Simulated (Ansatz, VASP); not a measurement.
**One calculation of MgS, two programs**

INCAR

```
ALGO     = Normal         # electronic algorithm
EDIFF    = 1E-8           # SCF threshold, eV
ENCUT    = 520            # plane-wave cutoff, eV
GGA      = PS             # functional
ISIF     = 2              # what is computed and relaxed
ISMEAR   = -1             # smearing method
LASPH    = True           # aspherical terms in the spheres
LCHARG   = False          # write CHGCAR
LEFG     = True         
LREAL    = False          # projectors in reciprocal space
LWAVE    = False          # write WAVECAR
NBANDS   = 11             # bands
NELM     = 60             # most SCF steps
PREC     = Accurate       # precision mode
SIGMA    = 0.03           # smearing width, eV
```

Contents of KPOINTS:

```
k-points
0
Gamma
  10 10 10
```

Contents of POSCAR:

```
MgS
1.0
   -0.0260165000      2.5886417500      2.5886417500
    2.5886417500     -0.0260165000      2.5886417500
    2.5886417500      2.5886417500     -0.0260165000
Mg S
1 1
Direct
    0.0000000000      0.0000000000      0.0000000000
    0.5000000000      0.5000000000      0.5000000000
```

Input for Ansatz:

```yaml
crystal:
  lattice:
    - [-0.0260165, 2.58864175, 2.58864175]
    - [2.58864175, -0.0260165, 2.58864175]
    - [2.58864175, 2.58864175, -0.0260165]
  atoms:
    - { symbol: Mg, position: [0.0, 0.0, 0.0] }
    - { symbol: S, position: [0.5, 0.5, 0.5] }
kpoints:
  mp_grid: { grid: [10, 10, 10] }
scf:
  occupations: { method: fermi_dirac, width: 0.03 }
hamiltonian:
  xc: pbesol
  pseudopotentials: { kind: paw }
output:
  forces: true
  stress: true
  eigenvalues: true
  efg: { contact_densities: true }
```

Change from the starting cell: equal xy, yz and zx shear strains of -1 %, PAW files.

Alike in both runs: task electric field gradients; functional PBEsol; k mesh 10 × 10 × 10; occupations fermi-dirac, width 0.03 eV; no spin polarisation.

```csv
,VASP,Ansatz
version,VASP 6.6.1,Ansatz 0.2.0
potentials or method,"VASP PAW PBE potentials, release 64 (Mg, S)","PAW with Ansatz's default frozen-core files, scalar-relativistic"
plane-wave cutoff (eV),520,420
valence electrons in the cell,8,16
```

|  | VASP | Ansatz | Ansatz less VASP |
| --- | --- | --- | --- |
| gap on the k mesh at the Fermi level (eV) | 2.61 | 2.61 | -0.002 |
| pressure (GPa) | -1.1 | -0.9 | +0.20 |
| traceless stress, the component that is largest in VASP (GPa) | 0.53 | 0.53 | 0.000 |
| size of Vzz on the site where it differs most (V/Å²) | 0.3 | 0.5 | +0.18 |

VASP's potentials were made for PBE, not for PBEsol. VASP's potentials hold 8 valence electrons a cell and Ansatz's 16, so a difference there can come from the potentials and not from the codes.
